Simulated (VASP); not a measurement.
Wanted: the native input for a VASP 6.6.1 run.

| Quantity | Value |
| --- | --- |
| Task | single point |
| Functional | pbe exchange, lda correlation |
| Potentials or basis | VASP PAW PBE potentials, release 64 (Hg, Se) |
| Cutoff | 500 eV |
| k mesh | 8 × 8 × 8 |
| Occupations | methfessel-paxton, width 0.1 eV |
| Spin | no spin polarisation |
| Dipole correction | no |
| Further INCAR settings | ALGO = Normal; EDIFF = 1e-06; NBANDS = 16 |

The structure of HgSe lies in POSCAR:

```
HgSe
1.0
    4.2977950161      0.0000000000      0.0000000000
    2.1488975081      3.7219996642      0.0000000000
    2.1488975081      1.2406665547      3.5091349362
Hg Se
1 1
Direct
    0.0000000000      0.0000000000      0.0000000000
    0.7500000000      0.7500000000      0.7500000000
```

The input as run:

INCAR

```
SYSTEM = HgSe
PREC = Accurate
ENCUT = 500
EDIFF = 1E-6
ISMEAR = 1
SIGMA = 0.1
LREAL = .FALSE.
LASPH = .TRUE.
NELM = 120
ALGO = Normal
ISIF = 2
LWAVE = .FALSE.
LCHARG = .FALSE.
GGA = LIBXC
LIBXC1 = GGA_X_PBE
LIBXC2 = LDA_C_PW
NBANDS = 16
GGA_COMPAT = .FALSE.
```

KPOINTS

```
Automatic mesh
0
G
  8 8 8
  0 0 0
```

Potentials or basis: VASP PAW PBE potentials, release 64 (Hg, Se).

Command:

```console
$ cat potpaw_PBE.64/Hg/POTCAR potpaw_PBE.64/Se/POTCAR > POTCAR
$ mpirun -np 1 vasp_std > vasp.out
```

Results of the run:

```yaml
Pressure: 10.8 GPa
Band_gap_on_the_k_mesh: zero (filled and empty bands touch)
```

Caveat: the cell stands under pressure; semilocal functionals underestimate gaps, and a narrow one can read as zero; the PAW data sets were made with another functional, which shifts forces and pressure a little; spin-orbit coupling is left out, which moves the levels of the heavy elements.

Wall time 44 s on 1 thread of Intel Xeon 8259CL, with other jobs on the host, peak memory 0.16 GiB.
